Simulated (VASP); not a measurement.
A run of VASP 6.6.1:

Contents of INCAR:

```
SYSTEM = BiTe
PREC = Accurate
ENCUT = 600
EDIFF = 1E-7
ISMEAR = -1
SIGMA = 0.05
LREAL = .FALSE.
LASPH = .TRUE.
NELM = 100
ALGO = Normal
ISIF = 3
LWAVE = .FALSE.
LCHARG = .FALSE.
IBRION = 2
NSW = 60
EDIFFG = -0.01
```

The input KPOINTS:

```
Automatic mesh
0
G
  7 7 7
  0 0 0
```

POSCAR

```
BiTe
1.0
    0.0000000000      3.2350000000      3.2350000000
    3.2350000000      0.0000000000      3.2350000000
    3.2350000000      3.2350000000      0.0000000000
Bi Te
1 1
Direct
    0.0000000000      0.0000000000      0.0000000000
    0.5000000000      0.5000000000      0.5000000000
```

Potentials or basis: VASP PAW LDA potentials, release 64 (Bi_d, Te).

Run with:

```bash
$ cat potpaw_LDA.64/Bi_d/POTCAR potpaw_LDA.64/Te/POTCAR > POTCAR
$ mpirun -np 1 vasp_std > vasp.out
```

Hardware: 1 thread of Intel Xeon 8259CL, on a shared host.

Estimate the wall time of this run.

It took 110 s on 1 thread of Intel Xeon 8259CL, with other jobs on the host, peak memory 0.21 GiB. Counts: scf iterations 31, k points 20, ion steps 3.
